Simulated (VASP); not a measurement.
# H2 in VASP: single point with PBE+D3(BJ)

Aim: the single point of H2 with PBE+D3(BJ).

Everything below comes from runs of VASP 6.6.1. Logs are shortened: lines on timing, memory, paths and dates and some standing lists are left out, and cuts for length are marked.

**1. The cell of the first run**

The cell holds a molecule in a box, 2 atoms: a = 5.909 Å, b = 6.517 Å, c = 26.038 Å, α = 90.00°, β = 90.00°, γ = 90.00°.

**2. Single point, PBE+D3(BJ)**

File INCAR:

```
PREC = Accurate ; ENCUT = 520
EDIFF = 1E-6 ; ISMEAR = 0
SIGMA = 0.05 ; LREAL = False
LASPH = True ; NELM = 100
ALGO = Normal ; ISIF = 2
LWAVE = False ; LCHARG = False
LDIPOL = True ; IDIPOL = 3
DIPOL = 0.5 0.5 0.621 ; GGA = PE
IVDW = 12 ; NBANDS = 8
```

File KPOINTS:

```
regular mesh
0
Gamma
  3 3 1
```

File POSCAR:

```
H
1.0
    5.9085268334      0.0000000000      0.0000000000
    0.0000000000      6.5169368715      0.0000000000
    0.0000000000      0.0000000000     26.0383098201
H
2
Direct
    0.2087019055      0.3216753740      0.6085624248
    0.2435739791      0.2760096188      0.6339034565
```

Potentials or basis: VASP PAW PBE potentials, release 64 (H).

Command:

```bash
cat potpaw_PBE.64/H/POTCAR > POTCAR
mpirun -np 1 vasp_std > vasp.out
```

OUTCAR:

```text
PREC = Accurate
   ENCUT = 520
   EDIFF = 1E-6
   ISMEAR = 0
   LREAL = False
   LASPH = True
   NELM = 100
   ISIF = 2
   GGA = PE
   IVDW = 12
 IVDW          = 12

 ion  position               nearest neighbor table
   1  0.209  0.322  0.609-   2 0.75
   2  0.244  0.276  0.634-   1 0.75

  LATTYP: Found a simple orthorhombic cell.
 ALAT       =     5.9085268334
 B/A-ratio  =     1.1029715283
 C/A-ratio  =     4.4069038788

  Lattice vectors:

 A1 = (   5.9085268334,   0.0000000000,   0.0000000000)
 A2 = (   0.0000000000,   6.5169368715,   0.0000000000)
 A3 = (   0.0000000000,   0.0000000000,  26.0383098201)

Analysis of symmetry for initial positions (statically):
=====================================================================
 Subroutine PRICEL returns:
 Original cell was already a primitive cell.

 Routine SETGRP: Setting up the symmetry group for a
 simple orthorhombic supercell.

 Subroutine GETGRP returns: Found  2 space group operations
 (whereof  1 operations were pure point group operations)
 out of a pool of  8 trial point group operations.

The static configuration has the point symmetry C_1 .
 The point group associated with its full space group is S_2 .

Analysis of symmetry for dynamics (positions and initial velocities):
=====================================================================
 Subroutine PRICEL returns:
 Original cell was already a primitive cell.

 Routine SETGRP: Setting up the symmetry group for a
 simple orthorhombic supercell.

 Subroutine GETGRP returns: Found  2 space group operations
 (whereof  1 operations were pure point group operations)
 out of a pool of  8 trial point group operations.

The dynamic configuration has the point symmetry C_1 .
 The point group associated with its full space group is S_2 .

 Subroutine INISYM returns: Found  2 space group operations
 (whereof  1 operations are pure point group operations),
 and found     1 'primitive' translations

----------------------------------------------------------------------------------------

                                     Primitive cell

  volume of cell :    1002.6180

  direct lattice vectors                    reciprocal lattice vectors
     5.908526833  0.000000000  0.000000000     0.169246925  0.000000000  0.000000000
     0.000000000  6.516936871  0.000000000     0.000000000  0.153446323  0.000000000
     0.000000000  0.000000000 26.038309820     0.000000000  0.000000000  0.038404951

[... 73 lines left out ...]
   PSTRESS=    0.0 pullay stress
   NELECT =       2.0000    total number of electrons
   NUPDOWN=      -1.0000    fix difference up-down
   EMIN   =  10.00;   EMAX   =-10.00  energy-range for DOS
   EFERMI =   0.00;   METHOD = LEGACY
   ISMEAR =     0;   SIGMA  =   0.05  broadening in eV -4-tet -1-fermi 0-gaus
   EFERMI_NEDOS =   21; number of points for ismear=-14 and -15
   IALGO  =     38    algorithm
   IMIX   =      4    mixing-type and parameters
     AMIX     =   0.40;   BMIX     =  1.00
     AMIX_MAG =   1.60;   BMIX_MAG =  1.00
  volume/ion in A,a.u.               =     501.31      3383.00
  Fermi-wavevector in a.u.,A,eV,Ry     =   0.206082  0.389438  0.577836  0.042470
  Thomas-Fermi vector in A             =   0.967996
   LORBIT       =      0    0 simple, 1 ext, 2 COOP (PROOUT), +10 PAW based schemes
   GGA     = PE    functional components
   LHFCALC =     F    Hartree Fock is set to
   AEXX    =    0.0000 exact exchange contribution
   IVDW    =    12    specifies the selected vdW correction
   LEPSILON=     F    determine dielectric tensor
   LRPA    =     F    only Hartree local field effects (RPA)
 non-spin polarized calculation
 Gauss-broadening in eV      SIGMA  =   0.05
  energy-cutoff  :      520.00
  volume of cell :     1002.62
 maximum number of plane-waves:     27049
 NGX is ok and might be reduce to    48
   NGX = 21   NGY = 25   NGZ = 97

 dipolmoment           0.000000      0.000000     -0.000014 electrons x Angstroem

 number of electron       2.0000001 magnetization

 dipolmoment           0.000000      0.000000      0.000001 electrons x Angstroem

 Free energy of the ion-electron system (eV)
  ---------------------------------------------------
  ext. energy  EPLUGINS =         0.00000000
  ---------------------------------------------------
  free energy    TOTEN  =        -6.77233713 eV

  energy without entropy =       -6.77233713  energy(sigma->0) =       -6.77233713

 E-fermi : -10.0382     XC(G=0):  -0.3541

 val. band max:      -10.2745927224   @ k =   0.3333   0.3333   0.0000
 cond. band min:      -0.2424352384   @ k =   0.0000   0.0000   0.0000
 fundamental gap:     10.0321574840
 Fermi energy:       -10.0381615552

 k-point     1 :       0.0000    0.0000    0.0000
  band No.  band energies     occupation
      1     -10.2793      2.00000
      2      -0.2424      0.00000
      3      -0.1124      0.00000
      4       0.1150      0.00000
      5       0.4548      0.00000
      6       0.8052      0.00000
      7       1.3311      0.00000
      8       1.8827      0.00000
[... 34 lines left out ...]
 k-point     5 :       0.3333   -0.3333    0.0000
  band No.  band energies     occupation
      1     -10.2746      2.00000
      2       0.2128      0.00000
      3       0.6350      0.00000
      4       0.9572      0.00000
      5       1.0690      0.00000
      6       1.2257      0.00000
      7       1.5295      0.00000
      8       1.8916      0.00000

------------------------ aborting loop because EDIFF is reached ----------------------------------------

 vacuum level on the upper side and lower side of the slab       (xc-potential included)        -0.005        -0.005

 Edisp (eV)   -0.00284

 E8    (eV) :    -0.0006

  FORCE on cell =-STRESS in cart. coord.  units (eV):
  Direction    XX          YY          ZZ          XY          YZ          ZX
  --------------------------------------------------------------------------------------
  -------------------------------------------------------------------------------------
  Total      -0.03458    -0.03985    -0.08466     0.00793     0.02577    -0.01768
  in kB      -0.05526    -0.06368    -0.13529     0.01267     0.04118    -0.02825
  external pressure =       -0.08 kB  Pullay stress =        0.00 kB

 VOLUME and BASIS-vectors are now :
 -----------------------------------------------------------------------------
  energy-cutoff  :      520.00
  volume of cell :     1002.62
      direct lattice vectors                 reciprocal lattice vectors
     5.908526833  0.000000000  0.000000000     0.169246925  0.000000000  0.000000000
     0.000000000  6.516936871  0.000000000     0.000000000  0.153446323  0.000000000
     0.000000000  0.000000000 26.038309820     0.000000000  0.000000000  0.038404951

 POSITION                                       TOTAL-FORCE (eV/Angst)
 -----------------------------------------------------------------------------------
      1.23312      2.09634     15.84594         0.024116     -0.035196      0.078810
      1.43916      1.79874     16.50577        -0.024116      0.035196     -0.078810
 -----------------------------------------------------------------------------------
    total drift:                               -0.000000      0.000003      0.000002

  FREE ENERGIE OF THE ION-ELECTRON SYSTEM (eV)
  ---------------------------------------------------
  free  energy   TOTEN  =        -6.7751806819 eV

  energy  without entropy=       -6.7751806819  energy(sigma->0) =       -6.77518068

 vacuum level on the upper side and lower side of the slab         0.022         0.022
```

Wall time 2.2 min (1 thread of Intel Xeon 8259CL, shared host); peak memory 0.82 GiB.

Results:

```yaml
Free_energy: -6.7752 eV
Largest_force: 0.090 eV/Å
Gap_between_the_frontier_levels: 10.03 eV
Dispersion_energy_per_atom: -0.001 eV
```

Forces in eV/Å, atoms in the order of the input:
```
H    0.024 -0.035  0.079
H   -0.024  0.035 -0.079
```

Levels at points of the mesh, in eV from the valence-band top:
```csv
k point,band 1,band 2,band 3,band 4
"(0.00, 0.00, 0.00)",0.00,10.03,10.16,10.39
```
